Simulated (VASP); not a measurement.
Wanted: the native input for a VASP 6.6.1 run.

- Task: relaxation of the atoms
- Functional: PBE
- Potentials or basis: VASP PAW PBE potentials, release 64 (Ti_sv, C)
- Cutoff: 520 eV
- k mesh: 18 × 18 × 18
- Occupations: fermi-dirac, width 0.05 eV
- Spin: no spin polarisation
- Dipole correction: no
- Further INCAR settings: ALGO = Normal; EDIFF = 1e-06; IBRION = 2; EDIFFG = -0.02; NSW = 80

The structure of TiC lies in POSCAR:

```
TiC
1.0
    0.0000000000      2.1640000000      2.1856400000
    2.1640000000      0.0000000000      2.1856400000
    2.1640000000      2.1640000000      0.0000000000
Ti C
1 1
Direct
    0.0000000000      0.0000000000      0.0000000000
    0.5000000000      0.5000000000      0.5000000000
```

This cell differs from its parent crystal: z stretched by +1 %.

These files were run (other wordings do the same):

INCAR

```
SYSTEM = TiC
PREC     = Accurate       ! precision mode
ENCUT    = 520            ! plane-wave cutoff, eV
EDIFF    = 1E-6           ! SCF threshold, eV
ISMEAR   = -1             ! smearing method
SIGMA    = 0.05           ! smearing width, eV
LREAL    = .False.        ! projectors in reciprocal space
LASPH    = .True.         ! aspherical terms in the spheres
NELM     = 80             ! most SCF steps
ALGO     = Normal         ! electronic algorithm
ISIF     = 2              ! what is computed and relaxed
LWAVE    = .False.        ! write WAVECAR
LCHARG   = .False.        ! write CHGCAR
GGA      = PE             ! functional
IBRION   = 2              ! ionic algorithm
NSW      = 80             ! ionic steps
EDIFFG   = -0.02          ! ionic threshold
```

KPOINTS

```
Automatic mesh
0
Gamma
  18 18 18
  0 0 0
```

Potentials or basis: VASP PAW PBE potentials, release 64 (Ti_sv, C).

The run is started by

```sh
$ cat potpaw_PBE.64/Ti_sv/POTCAR potpaw_PBE.64/C/POTCAR > POTCAR
$ mpirun -np 1 vasp_std > vasp.out
```

It gave:

The pressure after relaxing is -1.3 GPa. The band gap on the k mesh is zero (bands 8 and 9 overlap by 1.15 eV).

Caveat: the cell differs from its parent crystal (z stretched by +1 %).

Wall time 3.9 min on 1 thread of Oxide Virtual Turin-like Processor, with other jobs on the host, peak memory 0.22 GiB.
